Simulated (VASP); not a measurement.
Here is a VASP 6.6.1 calculation.

INCAR

```
SYSTEM = Tl
PREC = Accurate
ENCUT = 520
EDIFF = 1E-6
ISMEAR = -1
SIGMA = 0.05
LREAL = .False.
LASPH = .True.
NELM = 100
ALGO = Normal
ISIF = 2
LWAVE = .False.
LCHARG = .False.
GGA = PE
NBANDS = 20
```

File KPOINTS:

```
Automatic mesh
0
Gamma
  7 7 4
  0 0 0
```

Contents of POSCAR:

```
Tl
1.0
    3.5942400000      0.0000000000      0.0000000000
   -1.7971200000      3.1127031473      0.0000000000
    0.0000000000      0.0000000000      5.5250000000
Tl
2
Direct
    0.6666666667      0.3333333333      0.7500000000
    0.3333333333      0.6666666667      0.2500000000
```

Potentials or basis: VASP PAW PBE potentials, release 64 (Tl_d).

The run is started by

```sh
$ cat potpaw_PBE.64/Tl_d/POTCAR > POTCAR
$ mpirun -np 1 vasp_std > vasp.out
```

(1) Predict the pressure.

(2) Estimate the band gap on the k mesh.

Results:

(1) 0.5 GPa.

(2) zero (band 13 reaches 9.40 eV, above the bottom of band 14 at 4.07 eV).

Caveat: spin-orbit coupling is left out, which moves the levels of the heavy elements.
